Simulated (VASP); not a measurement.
# Hf (P6_3/mmc) in VASP: further runs

Aim: see how the results for Hf move with the level of theory and the settings. Levels: revPBE, BLYP, r2SCAN, PBE, revPBE+D4. Tasks: single point.

All numbers are computed with VASP 6.6.1; they aren't measurements. Logs are shortened: lines on timing, memory, paths and dates and some standing lists are left out, and cuts for length are marked.

### Step 1. The cell of the first run

Symmetry: P6_3/mmc, No. 194, hexagonal system. The conventional cell has a = 3.197 Å, b = 3.197 Å, c = 5.058 Å, α = 90.00°, β = 90.00°, γ = 120.00°. Hf (site symmetry -6m2) has 12 Hf at 3.13 to 3.20 Å within 4.1 Å.

### Step 2. Single point, revPBE

The input, INCAR:

```
SYSTEM = Hf
ALGO     = Normal         ! electronic algorithm
EDIFF    = 1E-7           ! SCF threshold, eV
ENCUT    = 520            ! plane-wave cutoff, eV
GGA      = RE             ! functional
ISIF     = 2              ! what is computed and relaxed
ISMEAR   = -1             ! smearing method
LASPH    = .True.         ! aspherical terms in the spheres
LCHARG   = .True.         ! write CHGCAR
LELF     = .True.         ! ELF
LREAL    = .False.        ! projectors in reciprocal space
LVHAR    = .True.       
LWAVE    = .False.        ! write WAVECAR
NBANDS   = 17             ! bands
NELM     = 100            ! most SCF steps
PREC     = Accurate       ! precision mode
SIGMA    = 0.05           ! smearing width, eV
```

The input, KPOINTS:

```
k-points
0
Gamma
  6 6 3
  0 0 0
```

The input, POSCAR:

```
Hf
1.0
    3.1967000000      0.0000000000      0.0000000000
   -1.5983500000      2.7684234083      0.0000000000
    0.0000000000      0.0000000000      5.0578000000
Hf
2
Direct
    0.6666666667      0.3333333333      0.7500000000
    0.3333333333      0.6666666667      0.2500000000
```

Potentials or basis: VASP PAW PBE potentials, release 64 (Hf_pv).

Launch:

```
> cat potpaw_PBE.64/Hf_pv/POTCAR > POTCAR
> mpirun -np 1 vasp_std > vasp.out
```

OUTCAR:

```text
SYSTEM = Hf
   EDIFF = 1E-7
   ENCUT = 520
   GGA = RE
   ISIF = 2
   ISMEAR = -1
   LASPH = .True.
   LREAL = .False.
   NELM = 100
   PREC = Accurate

 ion  position               nearest neighbor table
   1  0.667  0.333  0.750-   2 3.13   2 3.13   2 3.13   2 3.13   2 3.13   2 3.13
   2  0.333  0.667  0.250-   1 3.13   1 3.13   1 3.13   1 3.13   1 3.13   1 3.13

  LATTYP: Found a hexagonal cell.
 ALAT       =     3.1967000000
 C/A-ratio  =     1.5821941377

  Lattice vectors:

 A1 = (   3.1967000000,   0.0000000000,   0.0000000000)
 A2 = (  -1.5983500000,   2.7684234083,   0.0000000000)
 A3 = (   0.0000000000,   0.0000000000,   5.0578000000)

Analysis of symmetry for initial positions (statically):
=====================================================================
 Subroutine PRICEL returns:
 Original cell was already a primitive cell.

 Routine SETGRP: Setting up the symmetry group for a
 hexagonal supercell.

 Subroutine GETGRP returns: Found 24 space group operations
 (whereof 12 operations were pure point group operations)
 out of a pool of 24 trial point group operations.

The static configuration has the point symmetry D_3d.
 The point group associated with its full space group is D_6h.

Analysis of symmetry for dynamics (positions and initial velocities):
=====================================================================
 Subroutine PRICEL returns:
 Original cell was already a primitive cell.

 Routine SETGRP: Setting up the symmetry group for a
 hexagonal supercell.

 Subroutine GETGRP returns: Found 24 space group operations
 (whereof 12 operations were pure point group operations)
 out of a pool of 24 trial point group operations.

The dynamic configuration has the point symmetry D_3d.
 The point group associated with its full space group is D_6h.

 Subroutine INISYM returns: Found 24 space group operations
 (whereof 12 operations are pure point group operations),
 and found     1 'primitive' translations

----------------------------------------------------------------------------------------

                                     Primitive cell

  volume of cell :      44.7606

  direct lattice vectors                    reciprocal lattice vectors
     3.196700000  0.000000000  0.000000000     0.312822598  0.180608211  0.000000000
    -1.598350000  2.768423408  0.000000000     0.000000000  0.361216423  0.000000000
     0.000000000  0.000000000  5.057800000     0.000000000  0.000000000  0.197714421

  length of vectors
     3.196700000  3.196700000  5.057800000     0.361216423  0.361216423  0.197714421

  position of ions in fractional coordinates (direct lattice)
     0.666666667  0.333333333  0.750000000
     0.333333333  0.666666667  0.250000000

  ion indices of the primitive-cell ions
   primitive index   ion index
                 1           1
                 2           2

----------------------------------------------------------------------------------------

 KPOINTS: k-points

Automatic generation of k-mesh.
 Grid dimensions read from file:
 generate k-points for:    6    6    3

 Generating k-lattice:

  Cartesian coordinates                     Fractional coordinates (reciprocal lattice)
     0.052137100  0.030101369  0.000000000     0.166666667  0.000000000  0.000000000
     0.000000000  0.060202737  0.000000000     0.000000000  0.166666667  0.000000000
     0.000000000  0.000000000  0.065904807     0.000000000  0.000000000  0.333333333

  Length of vectors
     0.060202737  0.060202737  0.065904807

  Shift w.r.t. Gamma in fractional coordinates (k-lattice)
     0.000000000  0.000000000  0.000000000

 Subroutine IBZKPT returns following result:
 ===========================================

 Found     14 irreducible k-points:

 Following reciprocal coordinates:
            Coordinates               Weight
  0.000000  0.000000  0.000000      1.000000
  0.166667 -0.000000  0.000000      6.000000
  0.333333  0.000000  0.000000      6.000000
  0.500000 -0.000000  0.000000      3.000000
  0.166667  0.166667  0.000000      6.000000
  0.333333  0.166667  0.000000     12.000000
  0.333333  0.333333  0.000000      2.000000
  0.000000  0.000000  0.333333      2.000000
  0.166667 -0.000000  0.333333     12.000000
  0.333333  0.000000  0.333333     12.000000
  0.500000 -0.000000  0.333333      6.000000
  0.166667  0.166667  0.333333     12.000000
  0.333333  0.166667  0.333333     24.000000
  0.333333  0.333333  0.333333      4.000000
   k-points           NKPTS =     14   k-points in BZ     NKDIM =     14   number of bands    NBANDS=     17
   number of dos      NEDOS =    301   number of ions     NIONS =      2
   total plane-waves  NPLWV =  23040
   dimension x,y,z NGX =    24 NGY =   24 NGZ =   40
   dimension x,y,z NGXF=    48 NGYF=   48 NGZF=   80
   ions per type =               2
   NGX,Y,Z   is equivalent  to a cutoff of  12.48, 12.48, 13.15 a.u.
   NGXF,Y,Z  is equivalent  to a cutoff of  24.96, 24.96, 26.30 a.u.
 SYSTEM =  Hf
   PREC   = accura    normal or accurate (medium, high low for compatibility)
   ISTART =      0    job   : 0-new  1-cont  2-samecut
   ICHARG =      2    charge: 1-file 2-atom 10-const
   ISPIN  =      1    spin polarized calculation?
   LNONCOLLINEAR =      F non collinear calculations
   LSORBIT =      F    spin-orbit coupling
   LASPH  =      T    aspherical Exc in radial PAW
   ENCUT  =  520.0 eV  38.22 Ry    6.18 a.u.   5.94  5.94  9.40*2*pi/ulx,y,z
   NELM   =    100;   NELMIN=  2; NELMDL= -5     # of ELM steps
   EDIFF  = 0.1E-06   stopping-criterion for ELM
   LREAL  =      F    real-space projection
   EDIFFG = 0.1E-05   stopping-criterion for IOM
   NSW    =      0    number of steps for IOM
   IBRION =     -1    ionic relax: 0-MD 1-quasi-New 2-CG
   NFREE  =      0    steps in history (QN), initial steepest desc. (CG)
   ISIF   =      2    stress and relaxation
   ISYM   =      2    0-nonsym 1-usesym 2-fastsym
   POTIM  = 0.5000    time-step for ionic-motion
   TEBEG  =    0.0;   TEEND  =   0.0 temperature during run
   PSTRESS=    0.0 pullay stress
   NELECT =      20.0000    total number of electrons
   NUPDOWN=      -1.0000    fix difference up-down
   EMIN   =  10.00;   EMAX   =-10.00  energy-range for DOS
   EFERMI =   0.00;   METHOD = LEGACY
   ISMEAR =    -1;   SIGMA  =   0.05  broadening in eV -4-tet -1-fermi 0-gaus
   EFERMI_NEDOS =   21; number of points for ismear=-14 and -15
   IALGO  =     38    algorithm
   IMIX   =      4    mixing-type and parameters
     AMIX     =   0.40;   BMIX     =  1.00
     AMIX_MAG =   1.60;   BMIX_MAG =  1.00
  volume/ion in A,a.u.               =      22.38       151.03
  Fermi-wavevector in a.u.,A,eV,Ry     =   1.251563  2.365112 21.312311  1.566411
  Thomas-Fermi vector in A             =   2.385505
   LORBIT       =      0    0 simple, 1 ext, 2 COOP (PROOUT), +10 PAW based schemes
   GGA     = RE    functional components
   LHFCALC =     F    Hartree Fock is set to
   AEXX    =    0.0000 exact exchange contribution
   IVDW    =     0    specifies the selected vdW correction
   LEPSILON=     F    determine dielectric tensor
   LRPA    =     F    only Hartree local field effects (RPA)
 non-spin polarized calculation
  energy-cutoff  :      520.00
  volume of cell :       44.76
 maximum number of plane-waves:      1230
 NGX is ok and might be reduce to    24
   NGX = 11   NGY = 11   NGZ = 19

 number of electron      20.0000004 magnetization

 Free energy of the ion-electron system (eV)
  ---------------------------------------------------
  ext. energy  EPLUGINS =         0.00000000
  ---------------------------------------------------
  free energy    TOTEN  =       -19.12538192 eV

  energy without entropy =      -19.10202082  energy(sigma->0) =      -19.11370137

 E-fermi :   5.0707     XC(G=0): -11.2364

 val. band max:        4.9825030335   @ k =   0.1667  -0.0000   0.0000
 cond. band min:       5.1124199492   @ k =   0.3333   0.1667   0.3333
 fundamental gap:      0.1299169157
 Fermi energy:         5.0707112198

 k-point     1 :       0.0000    0.0000    0.0000
  band No.  band energies     occupation
      1     -26.1096      2.00000
      2     -25.3765      2.00000
      3     -25.3765      2.00000
      4     -25.2497      2.00000
      5     -25.2497      2.00000
      6     -25.2486      2.00000
[... 9 lines left out ...]
     16       7.6506      0.00000
     17      10.3400      0.00000

 k-point     2 :       0.1667   -0.0000    0.0000
  band No.  band energies     occupation
      1     -26.0407      2.00000
      2     -25.5181      2.00000
      3     -25.4229      2.00000
      4     -25.3963      2.00000
      5     -25.2815      2.00000
      6     -25.2696      2.00000
[... 9 lines left out ...]
     16       7.7392      0.00000
     17      10.8298      0.00000

 k-point     3 :       0.3333    0.0000    0.0000
  band No.  band energies     occupation
      1     -25.8721      2.00000
      2     -25.8012      2.00000
      3     -25.6686      2.00000
      4     -25.5093      2.00000
      5     -25.3777      2.00000
      6     -25.3145      2.00000
[... 9 lines left out ...]
     16       9.6484      0.00000
     17      11.3354      0.00000

 k-point     4 :       0.5000   -0.0000    0.0000
  band No.  band energies     occupation
      1     -25.9415      2.00000
      2     -25.7963      2.00000
      3     -25.7459      2.00000
      4     -25.5504      2.00000
      5     -25.4673      2.00000
      6     -25.3384      2.00000
[... 9 lines left out ...]
     16      11.4721      0.00000
     17      11.9347      0.00000
[... 143 lines left out ...]
      1     -25.8950      2.00000
      2     -25.7426      2.00000
      3     -25.5367      2.00000
      4     -25.4909      2.00000
      5     -25.3845      2.00000
      6     -25.3480      2.00000
[... 9 lines left out ...]
     16       9.5241      0.00000
     17      10.4681      0.00000

 k-point    13 :       0.3333    0.1667    0.3333
  band No.  band energies     occupation
      1     -25.9586      2.00000
      2     -25.8903      2.00000
      3     -25.6262      2.00000
      4     -25.5291      2.00000
      5     -25.4598      2.00000
      6     -25.3767      2.00000
[... 9 lines left out ...]
     16      11.4178      0.00000
     17      11.5816      0.00000

 k-point    14 :       0.3333    0.3333    0.3333
  band No.  band energies     occupation
      1     -25.8770      2.00000
      2     -25.8770      2.00000
      3     -25.7701      2.00000
      4     -25.6323      2.00000
      5     -25.4188      2.00000
      6     -25.4188      2.00000
[... 9 lines left out ...]
     16      10.1635      0.00000
     17      12.1990      0.00000

------------------------ aborting loop because EDIFF is reached ----------------------------------------

  FORCE on cell =-STRESS in cart. coord.  units (eV):
  Direction    XX          YY          ZZ          XY          YZ          ZX
  --------------------------------------------------------------------------------------
  -------------------------------------------------------------------------------------
  Total        0.7971954      0.7971954      0.9042864     -0.0000000      0.0000000      0.0000000
  in kB       28.5350932     28.5350932     32.3683470     -0.0000000      0.0000000      0.0000000
  external PRESSURE =      29.8128445 kB  Pullay stress =       0.0000000 kB

 VOLUME and BASIS-vectors are now :
 -----------------------------------------------------------------------------
  energy-cutoff  :      520.00
  volume of cell :       44.76
      direct lattice vectors                 reciprocal lattice vectors
     3.196700000  0.000000000  0.000000000     0.312822598  0.180608211  0.000000000
    -1.598350000  2.768423408  0.000000000     0.000000000  0.361216423  0.000000000
     0.000000000  0.000000000  5.057800000     0.000000000  0.000000000  0.197714421

 POSITION                                       TOTAL-FORCE (eV/Angst)
 -----------------------------------------------------------------------------------
      1.59835      0.92281      3.79335        -0.000000      0.000000      0.000000
     -0.00000      1.84562      1.26445         0.000000     -0.000000      0.000000
 -----------------------------------------------------------------------------------
    total drift:                               -0.000000      0.000000     -0.000000

  FREE ENERGIE OF THE ION-ELECTRON SYSTEM (eV)
  ---------------------------------------------------
  free  energy   TOTEN  =       -19.1253819159 eV

  energy  without entropy=      -19.1020208195  energy(sigma->0) =      -19.11370137
```

Wall time 17 s (1 thread of AMD EPYC 7R13 (Zen 3), shared host); peak memory 0.12 GiB.

What came out:

| Quantity | Value |
| --- | --- |
| Free energy | -19.1254 eV |
| Pressure | 3.0 GPa |
| Band gap on the k mesh | zero (band 10 reaches 6.18 eV, above the bottom of band 11 at 4.90 eV) |

Levels at points of the mesh, in eV from the Fermi level:
```
           k point  band 6  band 7  band 8  band 9  band 10  band 11  band 12  band 13  band 14  band 15
(0.00, 0.00, 0.00)  -30.32   -7.46   -3.79    0.53     1.11     1.11     1.39     1.93     1.93     2.58
(0.50, 0.00, 0.00)  -30.41   -3.43   -2.82   -2.30    -0.90     0.73     0.79     1.61     5.82     6.33
```

Caveat: the k points lie up to 0.41 Å⁻¹ apart; the PAW data sets were made with another functional, which shifts forces and pressure a little; spin-orbit coupling is left out, which moves the levels of the heavy elements.

### Step 3. Single point, BLYP

The input, INCAR:

```
  PREC = Accurate
  ENCUT = 520
  EDIFF = 1E-7
  ISMEAR = -1
  SIGMA = 0.05
  LREAL = F
  LASPH = T
  NELM = 60
  ALGO = Normal
  ISIF = 2
  LWAVE = F
  LCHARG = F
  GGA = B5
  ALDAX = 1.0
  AGGAX = 1.0
  AGGAC = 1.0
  ALDAC = 0.0
  NBANDS = 17
```

The input, KPOINTS:

```
regular mesh
0
Gamma
  6 6 3
```

POSCAR is that of step 2.

Potentials or basis: VASP PAW PBE potentials, release 64 (Hf_pv).

Launch:

```
> cat potpaw_PBE.64/Hf_pv/POTCAR > POTCAR
> mpirun -np 1 vasp_std > vasp.out
```

It took 24 s on 1 thread of AMD EPYC 7R13 (Zen 3), shared host; peak memory 0.12 GiB.

Results (log left out):

```yaml
Free_energy: -17.1769 eV
Pressure: 4.3 GPa
Band_gap_on_the_k_mesh: zero (band 10 reaches 6.52 eV, above the bottom of band 11 at 5.38 eV)
```

Stress tensor (GPa, compression positive):
```
4.12 0.00 0.00
0.00 4.12 0.00
0.00 0.00 4.52
```

Levels at points of the mesh, in eV from the Fermi level:
```tsv
k point	band 6	band 7	band 8	band 9	band 10	band 11	band 12	band 13	band 14	band 15
(0.00, 0.00, 0.00)	-30.18	-7.28	-3.73	0.83	1.04	1.04	1.32	1.84	1.84	2.47
(0.50, 0.00, 0.00)	-30.27	-3.34	-2.78	-2.25	-0.70	0.67	0.84	1.62	5.66	6.16
```

Caveat: the k points lie up to 0.41 Å⁻¹ apart; the PAW data sets were made with another functional, which shifts forces and pressure a little; spin-orbit coupling is left out, which moves the levels of the heavy elements.

(Part 1 of 2 ends here.)
